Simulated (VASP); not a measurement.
# Zn (P6_3/mmc) in VASP: a series of runs

The runs below take Zn through single point, with PBEsol.

Everything below comes from runs of VASP 6.6.1. Logs are shortened: lines on timing, memory, paths and dates and some standing lists are left out, and cuts for length are marked.

## 1. The cell of the first run

It takes space group P6_3/mmc (No. 194, hexagonal). The conventional cell has a = 2.705 Å, b = 2.705 Å, c = 4.798 Å, α = 90.00°, β = 90.00°, γ = 120.00°. Zn (site symmetry -6m2) has 12 Zn at 2.70 to 2.86 Å within 3.6 Å.

## 2. Single point, PBEsol (strain +0.015 along x and y, -0.030 along z)

The input, INCAR:

```
SYSTEM = Zn
PREC     = Accurate       ! precision mode
ENCUT    = 520            ! plane-wave cutoff, eV
EDIFF    = 1E-7           ! SCF threshold, eV
ISMEAR   = 0              ! smearing method
SIGMA    = 0.15           ! smearing width, eV
LREAL    = .FALSE.        ! projectors in reciprocal space
LASPH    = .TRUE.         ! aspherical terms in the spheres
NELM     = 80             ! most SCF steps
ALGO     = Fast           ! electronic algorithm
ISIF     = 2              ! what is computed and relaxed
LWAVE    = .FALSE.        ! write WAVECAR
LCHARG   = .TRUE.         ! write CHGCAR
GGA      = PS             ! functional
LELF     = .TRUE.         ! ELF
LVHAR    = .TRUE.       
NBANDS   = 19             ! bands
```

The input, KPOINTS:

```
Automatic mesh
0
G
  24 24 10
  0 0 0
```

The input, POSCAR:

```
Zn
1.0
    2.7047700240      0.0000000000      0.0000000000
   -1.3523850120      2.3423995522      0.0000000000
    0.0000000000      0.0000000000      4.7982990000
Zn
2
Direct
    0.3333333333      0.6666666667      0.2500000000
    0.6666666667      0.3333333333      0.7500000000
```

Potentials or basis: VASP PAW PBE potentials, release 64 (Zn).

The run is started by

```bash
> cat potpaw_PBE.64/Zn/POTCAR > POTCAR
> mpirun -np 1 vasp_std > vasp.out
```

OUTCAR:

```text
SYSTEM = Zn
   PREC = Accurate
   ENCUT = 520
   EDIFF = 1E-7
   ISMEAR = 0
   LREAL = .FALSE.
   LASPH = .TRUE.
   NELM = 80
   ISIF = 2
   GGA = PS

 ion  position               nearest neighbor table
   1  0.333  0.667  0.250-   2 2.86   2 2.86   2 2.86   2 2.86   2 2.86   2 2.86
   2  0.667  0.333  0.750-   1 2.86   1 2.86   1 2.86   1 2.86   1 2.86   1 2.86

  LATTYP: Found a hexagonal cell.
 ALAT       =     2.7047700240
 C/A-ratio  =     1.7740136712

  Lattice vectors:

 A1 = (   2.7047700240,   0.0000000000,   0.0000000000)
 A2 = (  -1.3523850120,   2.3423995522,   0.0000000000)
 A3 = (   0.0000000000,   0.0000000000,   4.7982990000)

Analysis of symmetry for initial positions (statically):
=====================================================================
 Subroutine PRICEL returns:
 Original cell was already a primitive cell.

 Routine SETGRP: Setting up the symmetry group for a
 hexagonal supercell.

 Subroutine GETGRP returns: Found 24 space group operations
 (whereof 12 operations were pure point group operations)
 out of a pool of 24 trial point group operations.

The static configuration has the point symmetry D_3d.
 The point group associated with its full space group is D_6h.

Analysis of symmetry for dynamics (positions and initial velocities):
=====================================================================
 Subroutine PRICEL returns:
 Original cell was already a primitive cell.

 Routine SETGRP: Setting up the symmetry group for a
 hexagonal supercell.

 Subroutine GETGRP returns: Found 24 space group operations
 (whereof 12 operations were pure point group operations)
 out of a pool of 24 trial point group operations.

The dynamic configuration has the point symmetry D_3d.
 The point group associated with its full space group is D_6h.

 Subroutine INISYM returns: Found 24 space group operations
 (whereof 12 operations are pure point group operations),
 and found     1 'primitive' translations

----------------------------------------------------------------------------------------

                                     Primitive cell

  volume of cell :      30.4004

  direct lattice vectors                    reciprocal lattice vectors
     2.704770024  0.000000000  0.000000000     0.369717200  0.213456325  0.000000000
    -1.352385012  2.342399552  0.000000000     0.000000000  0.426912650  0.000000000
     0.000000000  0.000000000  4.798299000     0.000000000  0.000000000  0.208407188

  length of vectors
     2.704770024  2.704770024  4.798299000     0.426912650  0.426912650  0.208407188

  position of ions in fractional coordinates (direct lattice)
     0.333333333  0.666666667  0.250000000
     0.666666667  0.333333333  0.750000000

  ion indices of the primitive-cell ions
   primitive index   ion index
                 1           1
                 2           2

----------------------------------------------------------------------------------------

 KPOINTS: Automatic mesh

Automatic generation of k-mesh.
 Grid dimensions read from file:
 generate k-points for:   24   24   10

 Generating k-lattice:

  Cartesian coordinates                     Fractional coordinates (reciprocal lattice)
     0.015404883  0.008894014  0.000000000     0.041666667 -0.000000000  0.000000000
     0.000000000  0.017788027  0.000000000     0.000000000  0.041666667  0.000000000
     0.000000000  0.000000000  0.020840719     0.000000000  0.000000000  0.100000000

  Length of vectors
     0.017788027  0.017788027  0.020840719

  Shift w.r.t. Gamma in fractional coordinates (k-lattice)
     0.000000000  0.000000000  0.000000000

 Subroutine IBZKPT returns following result:
 ===========================================

 Found    366 irreducible k-points:

 Following reciprocal coordinates:
            Coordinates               Weight
  0.000000  0.000000  0.000000      1.000000
  0.041667  0.000000  0.000000      6.000000
  0.083333  0.000000  0.000000      6.000000
  0.125000  0.000000  0.000000      6.000000
  0.166667  0.000000  0.000000      6.000000
  0.208333  0.000000  0.000000      6.000000
[... 16 lines left out ...]
  0.416667  0.041667  0.000000     12.000000
  0.458333  0.041667  0.000000     12.000000
 [... further k-points ...]
   k-points           NKPTS =    366   k-points in BZ     NKDIM =    366   number of bands    NBANDS=     19
   number of dos      NEDOS =    301   number of ions     NIONS =      2
   total plane-waves  NPLWV =  14400
   dimension x,y,z NGX =    20 NGY =   20 NGZ =   36
   dimension x,y,z NGXF=    40 NGYF=   40 NGZF=   72
   ions per type =               2
   NGX,Y,Z   is equivalent  to a cutoff of  12.29, 12.29, 12.47 a.u.
   NGXF,Y,Z  is equivalent  to a cutoff of  24.59, 24.59, 24.95 a.u.
 SYSTEM =  Zn
   PREC   = accura    normal or accurate (medium, high low for compatibility)
   ISTART =      0    job   : 0-new  1-cont  2-samecut
   ICHARG =      2    charge: 1-file 2-atom 10-const
   ISPIN  =      1    spin polarized calculation?
   LNONCOLLINEAR =      F non collinear calculations
   LSORBIT =      F    spin-orbit coupling
   LASPH  =      T    aspherical Exc in radial PAW
   ENCUT  =  520.0 eV  38.22 Ry    6.18 a.u.   5.03  5.03  8.92*2*pi/ulx,y,z
   NELM   =     80;   NELMIN=  2; NELMDL= -5     # of ELM steps
   EDIFF  = 0.1E-06   stopping-criterion for ELM
   LREAL  =      F    real-space projection
   EDIFFG = 0.1E-05   stopping-criterion for IOM
   NSW    =      0    number of steps for IOM
   IBRION =     -1    ionic relax: 0-MD 1-quasi-New 2-CG
   NFREE  =      0    steps in history (QN), initial steepest desc. (CG)
   ISIF   =      2    stress and relaxation
   ISYM   =      2    0-nonsym 1-usesym 2-fastsym
   POTIM  = 0.5000    time-step for ionic-motion
   TEBEG  =    0.0;   TEEND  =   0.0 temperature during run
   PSTRESS=    0.0 pullay stress
   NELECT =      24.0000    total number of electrons
   NUPDOWN=      -1.0000    fix difference up-down
   EMIN   =  10.00;   EMAX   =-10.00  energy-range for DOS
   EFERMI =   0.00;   METHOD = LEGACY
   ISMEAR =     0;   SIGMA  =   0.15  broadening in eV -4-tet -1-fermi 0-gaus
   EFERMI_NEDOS =   21; number of points for ismear=-14 and -15
   IALGO  =     68    algorithm
   IMIX   =      4    mixing-type and parameters
     AMIX     =   0.40;   BMIX     =  1.00
     AMIX_MAG =   1.60;   BMIX_MAG =  1.00
  volume/ion in A,a.u.               =      15.20       102.58
  Fermi-wavevector in a.u.,A,eV,Ry     =   1.513047  2.859244 31.147963  2.289311
  Thomas-Fermi vector in A             =   2.622890
   LORBIT       =      0    0 simple, 1 ext, 2 COOP (PROOUT), +10 PAW based schemes
   GGA     = PS    functional components
   LHFCALC =     F    Hartree Fock is set to
   AEXX    =    0.0000 exact exchange contribution
   IVDW    =     0    specifies the selected vdW correction
   LEPSILON=     F    determine dielectric tensor
   LRPA    =     F    only Hartree local field effects (RPA)
 non-spin polarized calculation
 RMM-DIIS sequential band-by-band and
 Gauss-broadening in eV      SIGMA  =   0.15
  energy-cutoff  :      520.00
  volume of cell :       30.40
 maximum number of plane-waves:       840
 NGX is ok and might be reduce to    20
   NGX =  9   NGY =  9   NGZ = 17

 number of electron      24.0000013 magnetization

 Free energy of the ion-electron system (eV)
  ---------------------------------------------------
  ext. energy  EPLUGINS =         0.00000000
  ---------------------------------------------------
  free energy    TOTEN  =        -3.12680371 eV

  energy without entropy =       -3.12056061  energy(sigma->0) =       -3.12368216

 E-fermi :   3.0243     XC(G=0): -11.7112

 val. band max:        3.0171790646   @ k =   0.0000   0.0000   0.2000
 cond. band min:       3.0297843169   @ k =   0.3333   0.2917   0.5000
 fundamental gap:      0.0126052523
 Fermi energy:         3.0243224201

 k-point     1 :       0.0000    0.0000    0.0000
  band No.  band energies     occupation
      1      -7.4652      2.00000
      2      -5.5512      2.00000
      3      -4.8537      2.00000
      4      -4.6822      2.00000
      5      -4.6822      2.00000
      6      -4.6201      2.00000
[... 11 lines left out ...]
     18      21.1836      0.00000
     19      21.1879      0.00000

 k-point     2 :       0.0417    0.0000    0.0000
  band No.  band energies     occupation
      1      -7.4154      2.00000
      2      -5.5310      2.00000
      3      -4.8505      2.00000
      4      -4.6854      2.00000
      5      -4.6707      2.00000
      6      -4.6252      2.00000
[... 11 lines left out ...]
     18      21.7263      0.00000
     19      21.8028      0.00000

 k-point     3 :       0.0833    0.0000    0.0000
  band No.  band energies     occupation
      1      -7.2670      2.00000
      2      -5.4736      2.00000
      3      -4.8437      2.00000
      4      -4.6918      2.00000
      5      -4.6377      2.00000
      6      -4.6370      2.00000
[... 11 lines left out ...]
     18      21.6067      0.00000
     19      22.5305      0.00000

 k-point     4 :       0.1250    0.0000    0.0000
  band No.  band energies     occupation
      1      -7.0233      2.00000
      2      -5.3886      2.00000
      3      -4.8414      2.00000
      4      -4.6983      2.00000
      5      -4.6436      2.00000
      6      -4.5829      2.00000
[... 11 lines left out ...]
     18      20.4655      0.00000
     19      21.6604      0.00000

 k-point     5 :       0.1667    0.0000    0.0000
  band No.  band energies     occupation
      1      -6.6922      2.00000
      2      -5.2947      2.00000
      3      -4.8440      2.00000
      4      -4.7149      2.00000
      5      -4.6114      2.00000
      6      -4.5670      2.00000
[... 11 lines left out ...]
     18      18.8023      0.00000
     19      20.1999      0.00000

 k-point     6 :       0.2083    0.0000    0.0000
  band No.  band energies     occupation
      1      -6.2925      2.00000
      2      -5.2227      2.00000
      3      -4.8286      2.00000
      4      -4.7317      2.00000
      5      -4.6904      2.00000
      6      -4.5322      2.00000
[... 11 lines left out ...]
     18      18.1340      0.00000
     19      19.9386      0.00000

 k-point     7 :       0.2500    0.0000    0.0000
  band No.  band energies     occupation
      1      -5.8725      2.00000
      2      -5.2008      2.00000
      3      -4.8130      2.00000
      4      -4.7713      2.00000
      5      -4.7211      2.00000
      6      -4.4916      2.00000
[... 11 lines left out ...]
     18      17.7185      0.00000
     19      20.3550      0.00000

 k-point     8 :       0.2917    0.0000    0.0000
  band No.  band energies     occupation
      1      -5.5393      2.00000
      2      -5.2201      2.00000
      3      -4.9236      2.00000
      4      -4.7149      2.00000
      5      -4.6228      2.00000
      6      -4.5244      2.00000
[... 256 lines left out ...]
 k-point    20 :       0.2917    0.0417    0.0000
  band No.  band energies     occupation
      1      -5.4139      2.00000
      2      -5.2237      2.00000
      3      -4.9725      2.00000
      4      -4.6872      2.00000
      5      -4.5780      2.00000
      6      -4.5755      2.00000
[... 11 lines left out ...]
     18      17.9253      0.00000
     19      18.9490      0.00000

 k-point    21 :       0.3333    0.0417    0.0000
  band No.  band energies     occupation
      1      -5.3362      2.00000
      2      -5.2524      2.00000
      3      -5.0546      2.00000
      4      -4.6346      2.00000
      5      -4.6046      2.00000
      6      -4.5477      2.00000
[... 11 lines left out ...]
     18      17.6509      0.00000
     19      18.4846      0.00000

 k-point    22 :       0.3750    0.0417    0.0000
  band No.  band energies     occupation
      1      -5.3414      2.00000
      2      -5.2657      2.00000
      3      -5.1166      2.00000
      4      -4.6282      2.00000
      5      -4.5894      2.00000
      6      -4.5761      2.00000
[... 11 lines left out ...]
     18      17.4465      0.00000
     19      18.1266      0.00000

 k-point    23 :       0.4167    0.0417    0.0000
  band No.  band energies     occupation
      1      -5.3623      2.00000
      2      -5.2749      2.00000
      3      -5.1580      2.00000
      4      -4.6449      2.00000
      5      -4.5958      2.00000
      6      -4.5571      2.00000
[... 11 lines left out ...]
     18      17.3110      0.00000
     19      17.8832      0.00000

 k-point    24 :       0.4583    0.0417    0.0000
  band No.  band energies     occupation
      1      -5.3754      2.00000
      2      -5.2810      2.00000
      3      -5.1787      2.00000
      4      -4.6536      2.00000
      5      -4.6059      2.00000
      6      -4.5403      2.00000
[... 11 lines left out ...]
     18      17.2435      0.00000
     19      17.7601      0.00000

 [... further k-points ...]

------------------------ aborting loop because EDIFF is reached ----------------------------------------

  FORCE on cell =-STRESS in cart. coord.  units (eV):
  Direction    XX          YY          ZZ          XY          YZ          ZX
  --------------------------------------------------------------------------------------
  -------------------------------------------------------------------------------------
  Total       -1.1339280     -1.1339280     -0.8035004     -0.0000000      0.0000000      0.0000000
  in kB      -59.7609421    -59.7609421    -42.3465502     -0.0000000      0.0000000      0.0000000
  external PRESSURE =     -53.9561448 kB  Pullay stress =       0.0000000 kB

 VOLUME and BASIS-vectors are now :
 -----------------------------------------------------------------------------
  energy-cutoff  :      520.00
  volume of cell :       30.40
      direct lattice vectors                 reciprocal lattice vectors
     2.704770024  0.000000000  0.000000000     0.369717200  0.213456325  0.000000000
    -1.352385012  2.342399552  0.000000000     0.000000000  0.426912650  0.000000000
     0.000000000  0.000000000  4.798299000     0.000000000  0.000000000  0.208407188

 POSITION                                       TOTAL-FORCE (eV/Angst)
 -----------------------------------------------------------------------------------
     -0.00000      1.56160      1.19957         0.000000      0.000000     -0.000000
      1.35239      0.78080      3.59872        -0.000000     -0.000000      0.000000
 -----------------------------------------------------------------------------------
    total drift:                               -0.000000      0.000000      0.000000

  FREE ENERGIE OF THE ION-ELECTRON SYSTEM (eV)
  ---------------------------------------------------
  free  energy   TOTEN  =        -3.1268037093 eV

  energy  without entropy=       -3.1205606085  energy(sigma->0) =       -3.12368216
```

Run time: 74 s. Hardware: 1 thread of Intel Xeon 6975P-C (Granite Rapids), shared host; peak memory 0.27 GiB.

Results:

```
Free energy            : -3.1268 eV
Pressure               : -5.4 GPa
Band gap on the k mesh : zero (bands 12 and 13 overlap by 4.10 eV)
```

Stress tensor (GPa, compression positive):
```
-5.98  0.00  0.00
 0.00 -5.98  0.00
 0.00  0.00 -4.23
```

Levels at points of the mesh, in eV from the Fermi level:
```csv
k point,band 8,band 9,band 10,band 11,band 12,band 13,band 14,band 15,band 16,band 17
"(0.00, 0.00, 0.00)",-7.39,-7.39,-7.13,-7.13,-3.51,-2.58,15.10,16.40,16.40,18.05
"(0.50, 0.00, 0.00)",-7.11,-6.99,-6.97,-3.08,-2.48,2.85,3.45,4.26,5.70,9.39
"(0.00, 0.00, 0.50)",-7.64,-7.23,-7.23,-7.23,-7.23,5.39,5.39,17.79,17.79,17.79
"(0.50, 0.00, 0.50)",-7.14,-6.98,-6.98,-2.03,-2.03,-0.13,-0.13,10.66,10.66,11.35
```

Caveat: the cell differs from its parent crystal (strain +0.015 along x and y, -0.030 along z); the cell stands under tension; the PAW data sets were made with another functional, which shifts forces and pressure a little.

## 3. Single point, PBEsol (strain +0.000 along x and y, +0.015 along z)

The input, INCAR:

```
SYSTEM = Zn
PREC     = Accurate       ! precision mode
ENCUT    = 520            ! plane-wave cutoff, eV
EDIFF    = 1E-6           ! SCF threshold, eV
ISMEAR   = 0              ! smearing method
SIGMA    = 0.15           ! smearing width, eV
LREAL    = .False.        ! projectors in reciprocal space
LASPH    = .True.         ! aspherical terms in the spheres
NELM     = 100            ! most SCF steps
ALGO     = Fast           ! electronic algorithm
ISIF     = 2              ! what is computed and relaxed
LWAVE    = .False.        ! write WAVECAR
LCHARG   = .False.        ! write CHGCAR
GGA      = PS             ! functional
NBANDS   = 19             ! bands
```

The input, KPOINTS:

```
Automatic mesh
0
Gamma
  24 24 10
  0 0 0
```

The input, POSCAR:

```
Zn
1.0
    2.6647980532      0.0000000000      0.0000000000
   -1.3323990266      2.3077828100      0.0000000000
    0.0000000000      0.0000000000      5.0209005000
Zn
2
Direct
    0.3333333333      0.6666666667      0.2500000000
    0.6666666667      0.3333333333      0.7500000000
```

Potentials or basis: VASP PAW PBE potentials, release 64 (Zn).

The run is started by

```bash
> cat potpaw_PBE.64/Zn/POTCAR > POTCAR
> mpirun -np 1 vasp_std > vasp.out
```

Wall time 72 s (1 thread of Intel Xeon 6975P-C (Granite Rapids), shared host); peak memory 0.27 GiB.

Results (log left out):

```
Free energy            : -3.1305 eV
Pressure               : -5.4 GPa
Band gap on the k mesh : zero (bands 12 and 13 overlap by 4.69 eV)
```

Stress tensor (GPa, compression positive):
```
-6.25  0.00  0.00
 0.00 -6.25  0.00
 0.00  0.00 -3.79
```

Levels at points of the mesh, in eV from the Fermi level:
| k point | band 8 | band 9 | band 10 | band 11 | band 12 | band 13 | band 14 | band 15 | band 16 | band 17 |
| --- | --- | --- | --- | --- | --- | --- | --- | --- | --- | --- |
| (0.00, 0.00, 0.00) | -7.19 | -7.19 | -7.01 | -7.01 | -3.60 | -3.18 | 13.02 | 16.72 | 17.54 | 17.54 |
| (0.50, 0.00, 0.00) | -7.03 | -6.82 | -6.80 | -2.72 | -2.05 | 2.52 | 3.55 | 3.95 | 5.68 | 10.26 |
| (0.00, 0.00, 0.50) | -7.52 | -7.08 | -7.08 | -7.08 | -7.08 | 4.30 | 4.30 | 18.77 | 18.77 | 18.77 |
| (0.50, 0.00, 0.50) | -7.03 | -6.81 | -6.81 | -1.77 | -1.77 | 0.17 | 0.17 | 9.86 | 9.86 | 12.00 |

Caveat: the cell differs from its parent crystal (strain +0.000 along x and y, +0.015 along z); the cell stands under tension; the PAW data sets were made with another functional, which shifts forces and pressure a little.

(Part 1 of 2 ends here.)

The gap in the log of VASP goes by the Fermi energy; the results here count the filled bands.